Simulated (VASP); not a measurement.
# Mo3N4 (Pm-3m) in VASP: relaxation of cell and atoms with PBE

Aim: the relaxation of cell and atoms of Mo3N4 with PBE.

Program: VASP 6.6.1. These are calculated values, not measurements. Logs are shortened: lines on timing, memory, paths and dates and some standing lists are left out, and cuts for length are marked.

**1. The cell of the first run**

The structure is cubic, space group Pm-3m (No. 221). Conventional cell: a = 4.202 Å, b = 4.202 Å, c = 4.202 Å, α = 90.00°, β = 90.00°, γ = 90.00°. Within 2.8 Å of Mo (site symmetry 4/mmm) lie 6 N at 2.10 Å. Within 2.8 Å of N (site symmetry m-3m) lie 6 Mo at 2.10 Å. Within 2.8 Å of N (site symmetry 4/mmm) lie 4 Mo at 2.10 Å.

**2. Relaxation of cell and atoms, PBE**

File INCAR:

```
ALGO = Normal
EDIFF = 1E-6
EDIFFG = -0.001
ENCUT = 600
GGA = PE
IBRION = 2
ISIF = 3
ISMEAR = -1
LASPH = True
LCHARG = False
LREAL = False
LWAVE = False
NELM = 100
NSW = 80
PREC = Accurate
SIGMA = 0.15
```

File KPOINTS:

```
k-points
0
Gamma
  8 8 8
```

File POSCAR:

```
Mo3N4
1.0
    4.2020037532      0.0000000000      0.0000000000
    0.0000000000      4.2020037532      0.0000000000
    0.0000000000      0.0000000000      4.2020037532
Mo N
3 4
Direct
    0.5000000000      0.5000000000      0.0000000000
    0.0000000000      0.5000000000      0.5000000000
    0.5000000000      0.0000000000      0.5000000000
    0.5000000000      0.5000000000      0.5000000000
    0.5000000000      0.0000000000      0.0000000000
    0.0000000000      0.5000000000      0.0000000000
    0.0000000000      0.0000000000      0.5000000000
```

Potentials or basis: VASP PAW PBE potentials, release 64 (Mo_sv, N).

Launch:

```bash
$ cat potpaw_PBE.64/Mo_sv/POTCAR potpaw_PBE.64/N/POTCAR > POTCAR
$ mpirun -np 1 vasp_std > vasp.out
```

OUTCAR:

```text
EDIFF = 1E-6
   EDIFFG = -0.001
   ENCUT = 600
   GGA = PE
   IBRION = 2
   ISIF = 3
   ISMEAR = -1
   LASPH = True
   LREAL = False
   NELM = 100
   NSW = 80
   PREC = Accurate

 ion  position               nearest neighbor table
   1  0.500  0.500  0.000-   4 2.10   5 2.10   6 2.10   4 2.10   5 2.10   6 2.10   3 2.97   3 2.97
                             3 2.97   2 2.97   3 2.97   2 2.97   2 2.97   2 2.97
   2  0.000  0.500  0.500-   4 2.10   6 2.10   7 2.10   6 2.10   7 2.10   4 2.10   3 2.97   3 2.97
                             1 2.97   1 2.97   3 2.97   1 2.97   1 2.97   3 2.97
   3  0.500  0.000  0.500-   4 2.10   5 2.10   7 2.10   5 2.10   4 2.10   7 2.10   2 2.97   1 2.97
                             2 2.97   1 2.97   1 2.97   2 2.97   1 2.97   2 2.97
   4  0.500  0.500  0.500-   1 2.10   2 2.10   3 2.10   1 2.10   3 2.10   2 2.10
   5  0.500  0.000  0.000-   1 2.10   3 2.10   3 2.10   1 2.10
   6  0.000  0.500  0.000-   1 2.10   2 2.10   2 2.10   1 2.10
   7  0.000  0.000  0.500-   2 2.10   3 2.10   2 2.10   3 2.10

  LATTYP: Found a simple cubic cell.
 ALAT       =     4.2020037532

  Lattice vectors:

 A1 = (   4.2020037532,   0.0000000000,   0.0000000000)
 A2 = (   0.0000000000,   4.2020037532,   0.0000000000)
 A3 = (   0.0000000000,   0.0000000000,   4.2020037532)

Analysis of symmetry for initial positions (statically):
=====================================================================
 Subroutine PRICEL returns:
 Original cell was already a primitive cell.

 Routine SETGRP: Setting up the symmetry group for a
 simple cubic supercell.

 Subroutine GETGRP returns: Found 48 space group operations
 (whereof 48 operations were pure point group operations)
 out of a pool of 48 trial point group operations.

The static configuration has the point symmetry O_h .

Analysis of symmetry for dynamics (positions and initial velocities):
=====================================================================
 Subroutine PRICEL returns:
 Original cell was already a primitive cell.

 Routine SETGRP: Setting up the symmetry group for a
 simple cubic supercell.

 Subroutine GETGRP returns: Found 48 space group operations
 (whereof 48 operations were pure point group operations)
 out of a pool of 48 trial point group operations.

The dynamic configuration has the point symmetry O_h .

 Subroutine INISYM returns: Found 48 space group operations
 (whereof 48 operations are pure point group operations),
 and found     1 'primitive' translations

[... 112 lines left out ...]
   POTIM  = 0.5000    time-step for ionic-motion
   TEBEG  =    0.0;   TEEND  =   0.0 temperature during run
   PSTRESS=    0.0 pullay stress
   NELECT =      62.0000    total number of electrons
   NUPDOWN=      -1.0000    fix difference up-down
   EMIN   =  10.00;   EMAX   =-10.00  energy-range for DOS
   EFERMI =   0.00;   METHOD = LEGACY
   ISMEAR =    -1;   SIGMA  =   0.15  broadening in eV -4-tet -1-fermi 0-gaus
   EFERMI_NEDOS =   21; number of points for ismear=-14 and -15
   IALGO  =     38    algorithm
   IMIX   =      4    mixing-type and parameters
     AMIX     =   0.40;   BMIX     =  1.00
     AMIX_MAG =   1.60;   BMIX_MAG =  1.00
  volume/ion in A,a.u.               =      10.60        71.53
  Fermi-wavevector in a.u.,A,eV,Ry     =   1.541993  2.913944 32.351133  2.377741
  Thomas-Fermi vector in A             =   2.647860
   LORBIT       =      0    0 simple, 1 ext, 2 COOP (PROOUT), +10 PAW based schemes
   GGA     = PE    functional components
   LHFCALC =     F    Hartree Fock is set to
   AEXX    =    0.0000 exact exchange contribution
   IVDW    =     0    specifies the selected vdW correction
   LEPSILON=     F    determine dielectric tensor
   LRPA    =     F    only Hartree local field effects (RPA)
 conjugate gradient relaxation of ions
 non-spin polarized calculation
  energy-cutoff  :      600.00
  volume of cell :       74.19
 maximum number of plane-waves:      2517
 NGX is ok and might be reduce to    36
   NGX = 17   NGY = 17   NGZ = 17

--------------------------------------- Ionic step        1  -------------------------------------------

 number of electron      62.0000012 magnetization

 Free energy of the ion-electron system (eV)
  ---------------------------------------------------
  ext. energy  EPLUGINS =         0.00000000
  ---------------------------------------------------
  free energy    TOTEN  =       -67.43249896 eV

  energy without entropy =      -67.14864722  energy(sigma->0) =      -67.29057309

------------------------ aborting loop because EDIFF is reached ----------------------------------------

  FORCE on cell =-STRESS in cart. coord.  units (eV):
  Direction    XX          YY          ZZ          XY          YZ          ZX
  --------------------------------------------------------------------------------------
  -------------------------------------------------------------------------------------
  Total        0.2845653      0.2845653      0.2845653      0.0000000      0.0000000     -0.0000000
  in kB        6.1450181      6.1450181      6.1450181      0.0000000      0.0000000     -0.0000000
  external PRESSURE =       6.1450181 kB  Pullay stress =       0.0000000 kB
[... 69 lines left out ...]
--------------------------------------- Ionic step        3  -------------------------------------------

 number of electron      62.0000012 magnetization

 Free energy of the ion-electron system (eV)
  ---------------------------------------------------
  ext. energy  EPLUGINS =         0.00000000
  ---------------------------------------------------
  free energy    TOTEN  =       -67.43277470 eV

  energy without entropy =      -67.14815571  energy(sigma->0) =      -67.29046521

 E-fermi :  10.8292     XC(G=0): -12.8392

 val. band max:       10.8281840958   @ k =   0.5000   0.2500   0.1250
 cond. band min:      10.8343155156   @ k =   0.5000   0.3750   0.3750
 fundamental gap:      0.0061314197
 Fermi energy:        10.8291841787

 k-point     1 :       0.0000    0.0000    0.0000
  band No.  band energies     occupation
      1     -51.6405      2.00000
      2     -51.5036      2.00000
      3     -51.5036      2.00000
      4     -26.0836      2.00000
      5     -26.0836      2.00000
      6     -26.0836      2.00000
[... 949 lines left out ...]
     36      12.8417      0.00000
     37      12.8759      0.00000

 [... further k-points ...]

------------------------ aborting loop because EDIFF is reached ----------------------------------------

  FORCE on cell =-STRESS in cart. coord.  units (eV):
  Direction    XX          YY          ZZ          XY          YZ          ZX
  --------------------------------------------------------------------------------------
  -------------------------------------------------------------------------------------
  Total       -0.0034735     -0.0034735     -0.0034735     -0.0000000     -0.0000000     -0.0000000
  in kB       -0.0748628     -0.0748628     -0.0748628     -0.0000000     -0.0000000     -0.0000000
  external PRESSURE =      -0.0748628 kB  Pullay stress =       0.0000000 kB
[... 22 lines left out ...]
  FREE ENERGIE OF THE ION-ELECTRON SYSTEM (eV)
  ---------------------------------------------------
  free  energy   TOTEN  =       -67.4327746975 eV

  energy  without entropy=      -67.1481557146  energy(sigma->0) =      -67.29046521

 reached required accuracy - stopping structural energy minimisation
```

Run time: 4.3 min. Hardware: 1 thread of Intel Xeon Platinum 8259CL at 2.50GHz (Skylake/Cascade Lake), shared host; peak memory 0.26 GiB.

Results:

- Free energy: -67.4328 eV
- Relaxed volume: 10.62 Å³/atom
- Relaxed cell: a = 4.205 Å, b = 4.205 Å, c = 4.205 Å, α = 90.00°, β = 90.00°, γ = 90.00°
- Space group after relaxing (to 0.1 Å): Pm-3m (No. 221)
- Energy gained by relaxing: 0.0 meV/atom
- Ionic steps: 3
- Pressure after relaxing: 0.0 GPa
- Band gap on the k mesh: zero (bands 31 and 32 overlap by 1.83 eV)

Step by step:
```csv
step,energy change (eV),largest force (eV/Å),pressure (GPa),volume (Å³)
1,0.0000,0.0000,0.61,74.19
2,0.0009,0.0000,-1.23,74.63
3,-0.0003,0.0000,-0.01,74.34
```

Final structure:
```
CELL_PARAMETERS angstrom
4.20473 0.00000 0.00000
0.00000 4.20473 0.00000
0.00000 0.00000 4.20473
ATOMIC_POSITIONS crystal
Mo 0.50000 0.50000 0.00000
Mo 0.00000 0.50000 0.50000
Mo 0.50000 0.00000 0.50000
N 0.50000 0.50000 0.50000
N 0.50000 0.00000 0.00000
N 0.00000 0.50000 0.00000
N 0.00000 0.00000 0.50000
```
